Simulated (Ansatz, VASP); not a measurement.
**Two plane-wave programs on Ba2C**

```xyz
3
Lattice="0.0000 3.5066 3.5066 3.5066 0.0000 3.5066 3.5066 3.5066 0.0000" Properties=species:S:1:pos:R:3 pbc="T T T"
C     0.0000    0.0000    0.0000
Ba    1.7533    1.7533    1.7533
Ba    5.2600    5.2600    5.2600
```

Alike in both runs: task single point; functional HSE06; k mesh 4 × 4 × 4; occupations fermi-dirac, width 0.02 eV; no spin polarisation.

|  | VASP | Ansatz |
| --- | --- | --- |
| version | VASP 6.6.1 | Ansatz 0.2.0 |
| potentials or method | VASP PAW PBE potentials, release 64 (C, Ba_sv) | plane waves, PAW |
| plane-wave cutoff (eV) | 520 | 420 |
| valence electrons in the cell | 24 | 24 |

```tsv
	VASP	Ansatz	Ansatz less VASP
pressure (GPa)	1.4	0.2	-1.19
```

Ansatz's warnings: filled band counts differ across k points, stress exchange threshold loose, stress scf threshold loose.

The k mesh is coarse, so the values compare programs but aren't converged. Neither program's run includes spin-orbit coupling.
